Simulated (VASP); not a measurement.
# Zn8O7 (a cell with a defect) in VASP: a series of runs

Runs on Zn8O7 (a cell with a defect). Level: PBEsol. Tasks: single point.

Program: VASP 6.6.1. These are calculated values, not measurements. Logs are shortened: lines on timing, memory, paths and dates and some standing lists are left out, and cuts for length are marked.

## 1. The cell of the first run

The cell holds a defect, 15 atoms: a = 6.440 Å, b = 5.577 Å, c = 5.200 Å, α = 90.00°, β = 90.00°, γ = 90.00°.

## 2. Single point, PBEsol

The input, INCAR:

```
PREC = Accurate ; ENCUT = 520
EDIFF = 1E-7 ; ISMEAR = -1
SIGMA = 0.05 ; LREAL = Auto
LASPH = True ; NELM = 60
ALGO = Normal ; ISIF = 2
LWAVE = False ; LCHARG = False
GGA = PS ; NBANDS = 82
```

The input, KPOINTS:

```
regular mesh
0
Gamma
  2 3 3
```

The input, POSCAR:

```
Zn8O7
1.0
   -3.2200000000     -5.5772040000      0.0000000000
    4.8300000000     -2.7886020000      0.0000000000
    0.0000000000      0.0000000000      5.2000000000
Zn O
8 7
Direct
    0.4844186017      0.3223943887      0.0307823077
    0.4819170708      0.6798496828      0.3578236538
    0.2653172418      0.8086609769     -0.0137180769
    0.2828009639      0.1449544728      0.5486425000
   -0.0103423493      0.3428142102      0.0290925000
   -0.0246552951      0.6226910869      0.5103548077
    0.7190428896      0.8418613053     -0.0339473077
    0.7580254940      0.1396851120      0.5129742308
    0.5172564999      0.3255523664      0.4042855769
    0.4340560796      0.8393997052      0.6727109615
    0.2327256216      0.1720814703      0.9239486538
    0.0247681425      0.2990222400      0.4078196154
   -0.0172206800      0.6740891119      0.8767744231
    0.7808422417      0.8253449313      0.3460232692
    0.7390691649      0.1889260271      0.8925344231
```

Potentials or basis: VASP PAW PBE potentials, release 64 (Zn, O).

Launch:

```bash
$ cat potpaw_PBE.64/Zn/POTCAR potpaw_PBE.64/O/POTCAR > POTCAR
$ mpirun -np 1 vasp_std > vasp.out
```

OUTCAR:

```text
PREC = Accurate
   ENCUT = 520
   EDIFF = 1E-7
   ISMEAR = -1
   LREAL = Auto
   LASPH = True
   NELM = 60
   ISIF = 2
   GGA = PS

 ion  position               nearest neighbor table
   1  0.484  0.322  0.031-  11 1.91  15 1.94   9 1.95   2 2.62   4 2.99
   2  0.482  0.680  0.358-  10 1.89   9 2.00  14 2.09   3 2.49   1 2.62   7 2.70
   3  0.265  0.809  0.986-  10 1.97  13 2.05  11 2.06   2 2.49   7 2.93   4 2.95
   4  0.283  0.145  0.549-   9 1.96  11 1.98  12 2.01  10 2.07   3 2.95   1 2.99
   5  0.990  0.343  0.029-  11 1.91  15 1.96  12 2.00  13 2.01   6 2.95
   6  0.975  0.623  0.510-  14 1.89  12 1.91  13 1.93   5 2.95   8 3.04
   7  0.719  0.842  0.966-  15 1.98  13 1.99  14 2.02  10 2.39   2 2.70   8 2.89   3 2.93
   8  0.758  0.140  0.513-   9 1.95  14 1.96  15 2.00  12 2.01   7 2.89   6 3.04
   9  0.517  0.326  0.404-   8 1.95   1 1.95   4 1.96   2 2.00
  10  0.434  0.839  0.673-   2 1.89   3 1.97   4 2.07   7 2.39
  11  0.233  0.172  0.924-   1 1.91   5 1.91   4 1.98   3 2.06
  12  0.025  0.299  0.408-   6 1.91   5 2.00   4 2.01   8 2.01
  13  0.983  0.674  0.877-   6 1.93   7 1.99   5 2.01   3 2.05
  14  0.781  0.825  0.346-   6 1.89   8 1.96   7 2.02   2 2.09
  15  0.739  0.189  0.893-   1 1.94   5 1.96   7 1.98   8 2.00

  LATTYP: Found a simple orthorhombic cell.
 ALAT       =     5.2000000000
 B/A-ratio  =     1.0725391731
 C/A-ratio  =     1.2384616050

  Lattice vectors:

 A1 = (   0.0000000000,   0.0000000000,  -5.2000000000)
 A2 = (   4.8300000000,  -2.7886020000,   0.0000000000)
 A3 = (  -3.2200000000,  -5.5772040000,   0.0000000000)

Analysis of symmetry for initial positions (statically):
=====================================================================
 Subroutine PRICEL returns:
 Original cell was already a primitive cell.

 Routine SETGRP: Setting up the symmetry group for a
 simple orthorhombic supercell.

 Subroutine GETGRP returns: Found  1 space group operations
 (whereof  1 operations were pure point group operations)
 out of a pool of  8 trial point group operations.

The static configuration has the point symmetry C_1 .

Analysis of symmetry for dynamics (positions and initial velocities):
=====================================================================
 Subroutine PRICEL returns:
 Original cell was already a primitive cell.

 Routine SETGRP: Setting up the symmetry group for a
 simple orthorhombic supercell.

 Subroutine GETGRP returns: Found  1 space group operations
 (whereof  1 operations were pure point group operations)
 out of a pool of  8 trial point group operations.

The dynamic configuration has the point symmetry C_1 .

 Subroutine INISYM returns: Found  1 space group operations
 (whereof  1 operations are pure point group operations),
 and found     1 'primitive' translations

----------------------------------------------------------------------------------------

                                     Primitive cell

  volume of cell :     186.7694

  direct lattice vectors                    reciprocal lattice vectors
    -3.220000000 -5.577204000  0.000000000    -0.077639752 -0.134475985  0.000000000
     4.830000000 -2.788602000  0.000000000     0.155279503 -0.089650656  0.000000000
     0.000000000  0.000000000  5.200000000     0.000000000  0.000000000  0.192307692

  length of vectors
     6.440000346  5.577203700  5.200000000     0.155279495  0.179301323  0.192307692

  position of ions in fractional coordinates (direct lattice)
     0.484418602  0.322394389  0.030782308
     0.481917071  0.679849683  0.357823654
     0.265317242  0.808660977  0.986281923
     0.282800964  0.144954473  0.548642500
     0.989657651  0.342814210  0.029092500
     0.975344705  0.622691087  0.510354808
     0.719042890  0.841861305  0.966052692
     0.758025494  0.139685112  0.512974231
     0.517256500  0.325552366  0.404285577
     0.434056080  0.839399705  0.672710962
     0.232725622  0.172081470  0.923948654
     0.024768143  0.299022240  0.407819615
     0.982779320  0.674089112  0.876774423
     0.780842242  0.825344931  0.346023269
     0.739069165  0.188926027  0.892534423

  ion indices of the primitive-cell ions
   primitive index   ion index
                 1           1
                 2           2
                 3           3
                 4           4
[... 26 lines left out ...]

  Length of vectors
     0.077639747  0.059767108  0.064102564

  Shift w.r.t. Gamma in fractional coordinates (k-lattice)
     0.000000000  0.000000000  0.000000000

 Subroutine IBZKPT returns following result:
 ===========================================

 Found     10 irreducible k-points:

 Following reciprocal coordinates:
            Coordinates               Weight
  0.000000  0.000000  0.000000      1.000000
  0.500000  0.000000  0.000000      1.000000
 -0.000000  0.333333  0.000000      2.000000
  0.500000  0.333333  0.000000      2.000000
  0.000000  0.000000  0.333333      2.000000
  0.500000  0.000000  0.333333      2.000000
 -0.000000  0.333333  0.333333      2.000000
  0.000000 -0.333333  0.333333      2.000000
  0.500000  0.333333  0.333333      2.000000
  0.500000 -0.333333  0.333333      2.000000
   k-points           NKPTS =     10   k-points in BZ     NKDIM =     10   number of bands    NBANDS=     82
   number of dos      NEDOS =    301   number of ions     NIONS =     15
   total plane-waves  NPLWV =  80640
   dimension x,y,z NGX =    48 NGY =   42 NGZ =   40
   dimension x,y,z NGXF=    96 NGYF=   84 NGZF=   80
   ions per type =               8   7
   NGX,Y,Z   is equivalent  to a cutoff of  12.39, 12.52, 12.79 a.u.
   NGXF,Y,Z  is equivalent  to a cutoff of  24.78, 25.04, 25.58 a.u.
 SYSTEM =  unknown system
   PREC   = accura    normal or accurate (medium, high low for compatibility)
   ISTART =      0    job   : 0-new  1-cont  2-samecut
   ICHARG =      2    charge: 1-file 2-atom 10-const
   ISPIN  =      1    spin polarized calculation?
   LNONCOLLINEAR =      F non collinear calculations
   LSORBIT =      F    spin-orbit coupling
   LASPH  =      T    aspherical Exc in radial PAW
   ENCUT  =  520.0 eV  38.22 Ry    6.18 a.u.  11.97 10.37  9.67*2*pi/ulx,y,z
   NELM   =     60;   NELMIN=  2; NELMDL= -5     # of ELM steps
   EDIFF  = 0.1E-06   stopping-criterion for ELM
   LREAL  =      T    real-space projection
   EDIFFG = 0.1E-05   stopping-criterion for IOM
   NSW    =      0    number of steps for IOM
   IBRION =     -1    ionic relax: 0-MD 1-quasi-New 2-CG
   NFREE  =      0    steps in history (QN), initial steepest desc. (CG)
   ISIF   =      2    stress and relaxation
   ISYM   =      2    0-nonsym 1-usesym 2-fastsym
   POTIM  = 0.5000    time-step for ionic-motion
   TEBEG  =    0.0;   TEEND  =   0.0 temperature during run
   PSTRESS=    0.0 pullay stress
   NELECT =     138.0000    total number of electrons
   NUPDOWN=      -1.0000    fix difference up-down
   EMIN   =  10.00;   EMAX   =-10.00  energy-range for DOS
   EFERMI =   0.00;   METHOD = LEGACY
   ISMEAR =    -1;   SIGMA  =   0.05  broadening in eV -4-tet -1-fermi 0-gaus
   EFERMI_NEDOS =   21; number of points for ismear=-14 and -15
   IALGO  =     38    algorithm
   IMIX   =      4    mixing-type and parameters
     AMIX     =   0.40;   BMIX     =  1.00
     AMIX_MAG =   1.60;   BMIX_MAG =  1.00
  volume/ion in A,a.u.               =      12.45        84.03
  Fermi-wavevector in a.u.,A,eV,Ry     =   1.480014  2.796822 29.802782  2.190443
  Thomas-Fermi vector in A             =   2.594101
   LORBIT       =      0    0 simple, 1 ext, 2 COOP (PROOUT), +10 PAW based schemes
   GGA     = PS    functional components
   LHFCALC =     F    Hartree Fock is set to
   AEXX    =    0.0000 exact exchange contribution
   IVDW    =     0    specifies the selected vdW correction
   LEPSILON=     F    determine dielectric tensor
   LRPA    =     F    only Hartree local field effects (RPA)
 non-spin polarized calculation
  energy-cutoff  :      520.00
  volume of cell :      186.77
 maximum number of plane-waves:      5053
 NGX is ok and might be reduce to    48
   NGX = 23   NGY = 21   NGZ = 19

 number of electron     138.0000027 magnetization

 Free energy of the ion-electron system (eV)
  ---------------------------------------------------
  ext. energy  EPLUGINS =         0.00000000
  ---------------------------------------------------
  free energy    TOTEN  =       -66.77551221 eV

  energy without entropy =      -66.77550085  energy(sigma->0) =      -66.77550653

 E-fermi :   2.1709     XC(G=0): -11.0846

 val. band max:        1.6412063560   @ k =   0.5000  -0.3333   0.3333
 cond. band min:       2.6360210795   @ k =   0.5000   0.0000   0.0000
 fundamental gap:      0.9948147235
 Fermi energy:         2.1709290644

 k-point     1 :       0.0000    0.0000    0.0000
  band No.  band energies     occupation
      1     -17.1110      2.00000
      2     -16.4801      2.00000
      3     -16.4566      2.00000
      4     -16.3469      2.00000
      5     -16.3174      2.00000
      6     -16.1628      2.00000
[... 829 lines left out ...]
     80       9.4010      0.00000
     81       9.6159      0.00000
 [bands above 81 left out]

------------------------ aborting loop because EDIFF is reached ----------------------------------------

  FORCE on cell =-STRESS in cart. coord.  units (eV):
  Direction    XX          YY          ZZ          XY          YZ          ZX
  --------------------------------------------------------------------------------------
  -------------------------------------------------------------------------------------
  Total       -1.3343405     -1.6043545      3.7861866     -1.1093594      1.7595985      3.4172525
  in kB      -11.4464686    -13.7627486     32.4793144     -9.5164968     15.0944892     29.3144606
  external PRESSURE =       2.4233657 kB  Pullay stress =       0.0000000 kB

 VOLUME and BASIS-vectors are now :
 -----------------------------------------------------------------------------
  energy-cutoff  :      520.00
  volume of cell :      186.77
      direct lattice vectors                 reciprocal lattice vectors
    -3.220000000 -5.577204000  0.000000000    -0.077639752 -0.134475985  0.000000000
     4.830000000 -2.788602000  0.000000000     0.155279503 -0.089650656  0.000000000
     0.000000000  0.000000000  5.200000000     0.000000000  0.000000000  0.192307692

 POSITION                                       TOTAL-FORCE (eV/Angst)
 -----------------------------------------------------------------------------------
     -0.00266     -3.60073      0.16007         0.070374     -0.034206     -0.043186
      1.73190     -4.58358      1.86068         0.003772      0.014006     -0.035158
      3.05151     -3.73476      5.12867         0.001474      0.026273      0.035429
     -0.21049     -1.98146      2.85294        -0.007940      0.015741     -0.014892
     -1.53090     -6.47550      0.15128         0.019993      0.012292     -0.001418
     -0.13301     -7.17613      2.65385         0.001463     -0.044261      0.009602
      1.75087     -6.35786      5.02347         0.008759      0.031657     -0.035098
     -1.76616     -4.61719      2.66747        -0.003544     -0.004166      0.013236
     -0.09315     -3.79268      2.10228        -0.016071     -0.006195      0.045717
      2.65664     -4.76157      3.49810        -0.001705     -0.018497      0.030977
      0.08178     -1.77782      4.80453        -0.041778      0.030245     -0.006749
      1.36452     -0.97199      2.12066        -0.051987      0.002059     -0.000607
      0.09130     -7.36093      4.55923         0.003014     -0.023795      0.020703
      1.47210     -6.65647      1.79932         0.011579      0.000730     -0.003362
     -1.46729     -4.64878      4.64118         0.002597     -0.001884     -0.015194
 -----------------------------------------------------------------------------------
    total drift:                               -0.000476     -0.006865     -0.000568

  FREE ENERGIE OF THE ION-ELECTRON SYSTEM (eV)
  ---------------------------------------------------
  free  energy   TOTEN  =       -66.7755122125 eV

  energy  without entropy=      -66.7755008468  energy(sigma->0) =      -66.77550653
```

Run time: 3.8 min. Hardware: 1 thread of AMD EPYC 9R45 (Zen 5), shared host; peak memory 0.28 GiB.

What came out:

```
Free energy            : -66.7755 eV
Pressure               : 0.2 GPa
Largest force          : 0.089 eV/Å
Band gap on the k mesh : 0.99 eV
```

Forces on the atoms (eV/Å):
```
Zn   0.070 -0.034 -0.043
Zn   0.004  0.014 -0.035
Zn   0.001  0.026  0.035
Zn  -0.008  0.016 -0.015
Zn   0.020  0.012 -0.001
Zn   0.001 -0.044  0.010
Zn   0.009  0.032 -0.035
Zn  -0.004 -0.004  0.013
O   -0.016 -0.006  0.046
O   -0.002 -0.018  0.031
O   -0.042  0.030 -0.007
O   -0.052  0.002 -0.001
O    0.003 -0.024  0.021
O    0.012  0.001 -0.003
O    0.003 -0.002 -0.015
```

Caveat: the k points lie up to 0.49 Å⁻¹ apart; the PAW data sets were made with another functional, which shifts forces and pressure a little.

## 3. Single point, PBEsol

The input, INCAR:

```
  PREC = Accurate
  ENCUT = 520
  EDIFF = 1E-6
  ISMEAR = -1
  SIGMA = 0.05
  LREAL = Auto
  LASPH = True
  NELM = 100
  ALGO = Normal
  ISIF = 2
  LWAVE = False
  LCHARG = False
  GGA = PS
  NBANDS = 82
```

KPOINTS is that of step 2.

The input, POSCAR:

```
Zn8O7
1.0
   -3.2200000000     -5.5772040000      0.0000000000
    4.8300000000     -2.7886020000      0.0000000000
    0.0000000000      0.0000000000      5.2000000000
Zn O
8 7
Direct
    0.4904499684      0.3195567077      0.0182705769
    0.4683085017      0.6903021481      0.4087255769
    0.2536381386      0.8206633140      0.0217876923
    0.2740388891      0.1419360710      0.5270113462
   -0.0049510540      0.3430421545      0.0208586538
   -0.0071459126      0.6412081080      0.5012723077
    0.7285986042      0.8359636657     -0.0325782692
    0.7581053620      0.1461143407      0.5080901923
    0.5106867541      0.3284942750      0.3918169231
    0.4744598854      0.7662285364      0.7703946154
    0.2393748173      0.1705326939      0.9009688462
    0.0190299636      0.3068673877      0.3989234615
   -0.0065667827      0.6743842567      0.8747898077
    0.7655331544      0.8229293493      0.3490955769
    0.7454505542      0.1887738685      0.8861234615
```

Potentials or basis: VASP PAW PBE potentials, release 64 (Zn, O).

Launch:

```bash
$ cat potpaw_PBE.64/Zn/POTCAR potpaw_PBE.64/O/POTCAR > POTCAR
$ mpirun -np 1 vasp_std > vasp.out
```

It took 3.4 min on 1 thread of AMD EPYC 9R45 (Zen 5), shared host; peak memory 0.29 GiB.

It converged, with:

```yaml
Free_energy: -67.3609 eV
Pressure: -1.9 GPa
Largest_force: 1.086 eV/Å
Band_gap_on_the_k_mesh: 1.04 eV
```

Forces on the atoms (eV/Å):
```
Zn   0.018 -0.030 -0.193
Zn   0.199  0.107  0.333
Zn   0.194  0.071  0.327
Zn  -0.018  0.134 -0.233
Zn   0.000 -0.038 -0.111
Zn   0.082 -0.259 -0.126
Zn  -0.063 -0.051 -0.029
Zn   0.061 -0.017 -0.085
O    0.092  0.042 -0.122
O   -0.745  0.000  0.791
O   -0.017 -0.014 -0.244
O    0.099  0.034 -0.125
O    0.003 -0.104 -0.050
O    0.110  0.163 -0.024
O   -0.014 -0.039 -0.108
```

Stress tensor (GPa, compression positive):
```
-2.85  0.53  1.58
 0.53 -1.57  0.70
 1.58  0.70 -1.25
```

Levels at points of the mesh, in eV from the valence-band top:
| k point | band 65 | band 66 | band 67 | band 68 | band 69 | band 70 | band 71 | band 72 | band 73 | band 74 |
| --- | --- | --- | --- | --- | --- | --- | --- | --- | --- | --- |
| (0.00, 0.00, 0.00) | -1.49 | -1.32 | -1.04 | -0.85 | -0.73 | 2.17 | 3.06 | 3.81 | 4.69 | 4.93 |
| (0.50, 0.00, 0.00) | -1.65 | -1.18 | -1.08 | -0.98 | -0.24 | 1.04 | 3.58 | 3.79 | 4.29 | 5.59 |

Caveat: the k points lie up to 0.49 Å⁻¹ apart; the PAW data sets were made with another functional, which shifts forces and pressure a little.
